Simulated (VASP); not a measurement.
Here is a VASP 6.6.1 calculation.

POSCAR

```
MgF2
1.0
    4.7166494000      0.0000000000      0.0000000000
    0.0000000000      4.7166494000      0.0000000000
    0.0000000000      0.0000000000      3.1091607200
Mg F
2 4
Direct
    0.0000000000      0.0000000000      0.0000000000
    0.5000000000      0.5000000000      0.5000000000
    0.3042894251      0.3042894251      0.0000000000
    0.1957105749      0.8042894251      0.5000000000
    0.6957105749      0.6957105749      0.0000000000
    0.8042894251      0.1957105749      0.5000000000
```

INCAR.step1

```
PREC = Accurate
ENCUT = 660
ISMEAR = -1
SIGMA = 0.02
LREAL = F
LASPH = T
NELM = 120
NBANDS = 25
GGA = PE
ALGO = Normal
EDIFF = 1E-5
LWAVE = T
LCHARG = F
GGA_COMPAT = F
```

Contents of INCAR.step2:

```
PREC = Accurate
ENCUT = 660
EDIFF = 1E-6
ISMEAR = -1
SIGMA = 0.02
LREAL = F
LASPH = T
NELM = 120
ALGO = Normal
ISIF = 2
LWAVE = F
LCHARG = F
METAGGA = R2SCAN
LMIXTAU = T
NBANDS = 25
ISTART = 1
GGA_COMPAT = F
```

KPOINTS

```
Automatic mesh
0
Gamma
  6 6 10
```

Potentials or basis: VASP PAW PBE potentials, release 64 (Mg, F).

Run with:

```bash
$ cat potpaw_PBE.64/Mg/POTCAR potpaw_PBE.64/F/POTCAR > POTCAR
$ cp INCAR.step1 INCAR
$ mpirun -np 1 vasp_std > vasp.out
$ cp INCAR.step2 INCAR
$ mpirun -np 1 vasp_std > vasp.out
```

What does it give for the largest force?

0.011 eV/Å.

Predict the band gap on the k mesh.

7.61 eV.

Forces on the atoms (eV/Å):
```
Mg   0.000  0.000  0.000
Mg   0.000  0.000  0.000
F    0.008  0.008  0.000
F   -0.008  0.008  0.000
F   -0.008 -0.008  0.000
F    0.008 -0.008  0.000
```

Caveat: the cell stands under tension; the PAW data sets were made with another functional, which shifts forces and pressure a little. r2SCAN opens gaps a little over a GGA but as a rule still falls short of measured ones.
